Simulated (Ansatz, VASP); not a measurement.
## TaN in VASP and in Ansatz

The input INCAR:

```
SYSTEM = TaN
ALGO = Normal ; EDIFF = 1E-6
ENCUT = 600 ; GGA = PS
GGA_COMPAT = .FALSE. ; ISIF = 2
ISMEAR = -1 ; LASPH = .TRUE.
LCHARG = .FALSE. ; LDAU = .TRUE.
LDAUJ = 0 0 ; LDAUL = 2 -1
LDAUPRINT = 1 ; LDAUTYPE = 2
LDAUU = 8 0 ; LMAXMIX = 4
LREAL = .FALSE. ; LWAVE = .FALSE.
NBANDS = 15 ; NELM = 200
PREC = Accurate ; SIGMA = 0.05
```

KPOINTS

```
k-points
0
G
  10 10 10
  0 0 0
```

POSCAR

```
TaN
1.0
    0.0000000000      2.2113230000      2.2113230000
    2.2113230000      0.0000000000      2.2113230000
    2.2113230000      2.2113230000      0.0000000000
Ta N
1 1
Direct
    0.5000000000      0.5000000000      0.5000000000
    0.0000000000      0.0000000000      0.0000000000
```

The input input.yaml:

```yaml
crystal:
  lattice:
    - [0.0, 2.211323, 2.211323]
    - [2.211323, 0.0, 2.211323]
    - [2.211323, 2.211323, 0.0]
  atoms:
    - { symbol: Ta, position: [0.5, 0.5, 0.5] }
    - { symbol: "N", position: [0.0, 0.0, 0.0] }
hamiltonian:
  xc: pbesol
  pseudopotentials: { kind: paw }
  hubbard: { sites: [{ species: Ta, l: d, u_eff: 8.0 }] }
kpoints:
  mp_grid: { grid: [10, 10, 10] }
  band_path:
    path:
      - [[0.0, 0.0, 0.0], [0.5, 0.0, 0.5], [0.5, 0.25, 0.75], [0.375, 0.375, 0.75], [0.0, 0.0, 0.0], [0.5, 0.5, 0.5], [0.625, 0.25, 0.625], [0.5, 0.25, 0.75], [0.5, 0.5, 0.5], [0.375, 0.375, 0.75]]
      - [[0.625, 0.25, 0.625], [0.5, 0.0, 0.5]]
    npoints: 14
scf:
  occupations: { method: fermi_dirac, width: 0.05 }
  n_extra_bands: 6
output:
  forces: true
  stress: true
  eigenvalues: true
  fatbands: true
  write_density: true
  write_potential: true
  elf: true
  volumetric_format: npy
```

Alike in both runs: functional PBEsol; k mesh 10 × 10 × 10; occupations fermi-dirac, width 0.05 eV; no spin polarisation; Hubbard terms Ta d U = 8.0 eV.

```csv
,VASP,Ansatz
version,VASP 6.6.1,Ansatz 0.2.0
potentials or method,"VASP PAW PBE potentials, release 64 (Ta_pv, N)",Ansatz PAW
plane-wave cutoff (eV),600,420
valence electrons in the cell,16,18
task,single point,band structure
```

```tsv
	VASP	Ansatz	Ansatz less VASP
gap on the k mesh at the Fermi level (eV)	none	none	-
pressure (GPa)	14.9	-2.6	-17.54
```

VASP's potentials were made for PBE, not for PBEsol. The programs project onto different local orbitals, so the same U acts differently, and such runs can settle in different states. A gap of «none» marks a metal or a gap that the smearing closes. VASP's potentials hold 16 valence electrons a cell and Ansatz's 18, so a difference there can come from the potentials and not from the codes.

Neither program's run includes spin-orbit coupling.
